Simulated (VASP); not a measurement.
Wanted: the native input for a VASP 6.6.1 run.

- Task: single point
- Functional: PBEsol
- Potentials or basis: VASP PAW PBE potentials, release 64 (Sb, P)
- Cutoff: 520 eV
- k mesh: 11 × 11 × 11
- Occupations: fermi-dirac, width 0.08 eV
- Spin: no spin polarisation
- Dipole correction: no
- Further INCAR settings: ALGO = Normal; EDIFF = 1e-06; NBANDS = 12

The structure of SbP (zincblende type) lies in POSCAR:

```
SbP
1.0
    0.0000000000      2.7542609721      2.7542609721
    2.7542609721      0.0000000000      2.7542609721
    2.7542609721      2.7542609721      0.0000000000
Sb P
1 1
Direct
    0.0000000000      0.0000000000      0.0000000000
    0.2500000000      0.2500000000      0.2500000000
```

One way to write it, as run:

INCAR

```
SYSTEM = SbP
ALGO     = Normal         ! electronic algorithm
EDIFF    = 1E-6           ! SCF threshold, eV
ENCUT    = 520            ! plane-wave cutoff, eV
GGA      = PS             ! functional
ISIF     = 2              ! what is computed and relaxed
ISMEAR   = -1             ! smearing method
LASPH    = .TRUE.         ! aspherical terms in the spheres
LCHARG   = .TRUE.         ! write CHGCAR
LELF     = .TRUE.         ! ELF
LREAL    = .FALSE.        ! projectors in reciprocal space
LVHAR    = .TRUE.       
LWAVE    = .FALSE.        ! write WAVECAR
NBANDS   = 12             ! bands
NELM     = 60             ! most SCF steps
PREC     = Accurate       ! precision mode
SIGMA    = 0.08           ! smearing width, eV
```

KPOINTS

```
k-points
0
G
  11 11 11
  0 0 0
```

Potentials or basis: VASP PAW PBE potentials, release 64 (Sb, P).

Launch:

```bash
$ cat potpaw_PBE.64/Sb/POTCAR potpaw_PBE.64/P/POTCAR > POTCAR
$ mpirun -np 1 vasp_std > vasp.out
```

It gave:

| Property | Result |
| --- | --- |
| Pressure | 33.4 GPa |
| Band gap on the k mesh | zero (bands 5 and 6 overlap by 2.02 eV) |

Caveat: the cell stands under pressure; the PAW data sets were made with another functional, which shifts forces and pressure a little; spin-orbit coupling is left out, which moves the levels of the heavy elements.

It took 44 s on 1 thread of AMD EPYC 7R13, with other jobs on the host, peak memory 0.15 GiB.
